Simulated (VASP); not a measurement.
Wanted: the native input for a VASP 6.6.1 run.

| Property | Result |
| --- | --- |
| Task | single point |
| Functional | LDA |
| Potentials or basis | VASP PAW LDA potentials, release 64 (Si, N) |
| Cutoff | 520 eV |
| k mesh | 7 × 7 × 7 |
| Occupations | fermi-dirac, width 0.05 eV |
| Spin | no spin polarisation |
| Dipole correction | no |
| Further INCAR settings | ALGO = Normal; EDIFF = 1e-06; NBANDS = 25 |

The structure of Si3N4 lies in POSCAR:

```
Si3N4
1.0
    4.0777768177      0.0000000000      0.0000000000
    0.0000000000      4.0777768177      0.0000000000
    0.0000000000      0.0000000000      4.0777768177
Si N
3 4
Direct
    0.0000000000      0.0000000000      0.5000000000
    0.5000000000      0.0000000000      0.0000000000
    0.0000000000      0.5000000000      0.0000000000
    0.2397935383      0.2397935383      0.7602064617
    0.7602064617      0.7602064617      0.7602064617
    0.2397935383      0.7602064617      0.2397935383
    0.7602064617      0.2397935383      0.2397935383
```

These files were run (other wordings do the same):

INCAR

```
PREC = Accurate
ENCUT = 520
EDIFF = 1E-6
ISMEAR = -1
SIGMA = 0.05
LREAL = F
LASPH = T
NELM = 60
ALGO = Normal
ISIF = 2
LWAVE = F
LCHARG = F
GGA = CA
NBANDS = 25
```

KPOINTS

```
regular mesh
0
Gamma
  7 7 7
```

Potentials or basis: VASP PAW LDA potentials, release 64 (Si, N).

Launch:

```console
$ cat potpaw_LDA.64/Si/POTCAR potpaw_LDA.64/N/POTCAR > POTCAR
$ mpirun -np 1 vasp_std > vasp.out
```

It gave:

| Quantity | Value |
| --- | --- |
| Pressure | 0.5 GPa |
| Largest force | 0.013 eV/Å |
| Band gap on the k mesh | 2.65 eV, indirect (least direct gap 2.84 eV) |

It took 11 s on 1 thread of Intel(R) Xeon(R) 6975P-C (Granite Rapids) (shared host), peak memory 0.15 GiB.
